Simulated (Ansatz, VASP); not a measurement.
**One calculation of KF, two programs**

```
K F
1.0
     3.65993    0.00000    0.00000
    -1.82997    3.16960    0.00000
     0.00000    0.00000    6.47881
K F
2 2
Direct
  0.00000 0.00000 0.00000
  0.00000 0.00000 0.50000
  0.33333 0.66667 0.25000
  0.66667 0.33333 0.75000
```

Alike in both runs: task single point; functional PBE; k mesh 12 × 12 × 4; occupations fermi-dirac, width 0.02 eV; no spin polarisation.

```csv
,VASP,Ansatz
version,VASP 6.6.1,Ansatz 0.2.0
potentials or method,"VASP PAW PBE potentials, release 64 (K_sv, F)","plane waves, PAW"
plane-wave cutoff (eV),520,420
valence electrons in the cell,32,32
```

|  | VASP | Ansatz | Ansatz less VASP |
| --- | --- | --- | --- |
| gap on the k mesh at the Fermi level (eV) | 6.19 | 6.20 | +0.017 |
| pressure (GPa) | 2.1 | 2.0 | -0.06 |
| traceless stress, the component that is largest in VASP (GPa) | 0.17 | 0.13 | -0.042 |

With one functional, cell and mesh, what is left measures potentials, basis and numerics.
